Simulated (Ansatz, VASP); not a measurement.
**InSb: VASP beside Ansatz**

```
In Sb
1.0
     0.00000    3.17298    3.17298
     3.17298    0.00000    3.17298
     3.17298    3.17298    0.00000
In Sb
1 1
Direct
  0.00000 0.00000 0.00000
  0.75000 0.75000 0.75000
```

Change from the starting cell: volume scaled by 0.94.

Alike in both runs: task single point; functional PBEsol; k mesh 9 × 9 × 9; occupations fermi-dirac, width 0.05 eV; no spin polarisation.

```csv
,VASP,Ansatz
version,VASP 6.6.1,Ansatz 0.2.0
potentials or method,"VASP PAW PBE potentials, release 64 (In_d, Sb), cutoff 520 eV","all-electron LAPW, scalar-relativistic"
```

```csv
,VASP,Ansatz,Ansatz less VASP
pressure (GPa),4.2,4.2,-0.02
```

VASP's potentials were made for PBE, not for PBEsol. Ansatz ran all-electron here, and VASP with PAW potentials.

Neither program's run includes spin-orbit coupling.
